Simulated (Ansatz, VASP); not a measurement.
This is a calculation of Zr for Ansatz 0.2.0.

Contents of input.yaml:

```yaml
crystal:
  lattice:
    - [-1.81, 1.81, 1.81]
    - [1.81, -1.81, 1.81]
    - [1.81, 1.81, -1.81]
  atoms:
    - { symbol: Zr, position: [0.0, 0.0, 0.0] }
kpoints:
  mp_grid: { grid: [4, 4, 4] }
scf:
  occupations: { method: fermi_dirac, width: 0.03 }
hamiltonian:
  xc: pbe
  pseudopotentials: { kind: all_electron, lapw: { basis_error: 0.002 } }
output:
  forces: true
  stress: true
  eigenvalues: true
```

Potentials or basis: all-electron LAPW, scalar-relativistic.

Run with:

```console
$ ansatz run input.yaml --threads 1 --pin off --max-ram 2560MiB --backend cpu --events-out ev --progress --plain --runs-dir out
```

Translate it to VASP 6.6.1. Potentials there: VASP PAW PBE potentials, release 64 (Zr_sv).

As run (the cutoff follows the program's own potentials):

Contents of INCAR:

```
SYSTEM = Zr
ALGO     = Normal         ! electronic algorithm
EDIFF    = 1E-6           ! SCF threshold, eV
ENCUT    = 500            ! plane-wave cutoff, eV
GGA      = PE             ! functional
GGA_COMPAT= .False.      
ISIF     = 2              ! what is computed and relaxed
ISMEAR   = -1             ! smearing method
LASPH    = .True.         ! aspherical terms in the spheres
LCHARG   = .False.        ! write CHGCAR
LREAL    = .False.        ! projectors in reciprocal space
LWAVE    = .False.        ! write WAVECAR
NBANDS   = 12             ! bands
NELM     = 120            ! most SCF steps
PREC     = Accurate       ! precision mode
SIGMA    = 0.03           ! smearing width, eV
```

KPOINTS

```
k-points
0
Gamma
  4 4 4
  0 0 0
```

Contents of POSCAR:

```
Zr
1.0
   -1.8100000000      1.8100000000      1.8100000000
    1.8100000000     -1.8100000000      1.8100000000
    1.8100000000      1.8100000000     -1.8100000000
Zr
1
Direct
    0.0000000000      0.0000000000      0.0000000000
```

Potentials or basis: VASP PAW PBE potentials, release 64 (Zr_sv).

Run with:

```bash
$ cat potpaw_PBE.64/Zr_sv/POTCAR > POTCAR
$ mpirun -np 1 vasp_std > vasp.out
```

Both were run:

|  | VASP | Ansatz | Ansatz less VASP |
| --- | --- | --- | --- |
| gap on the k mesh at the Fermi level (eV) | none | none | - |
| pressure (GPa) | -1.8 | -1.8 | -0.02 |

A gap of «none» marks a metal or a gap that the smearing closes. Ansatz ran all-electron here, and VASP with PAW potentials.

The k mesh is coarse, so the values compare programs but aren't converged.
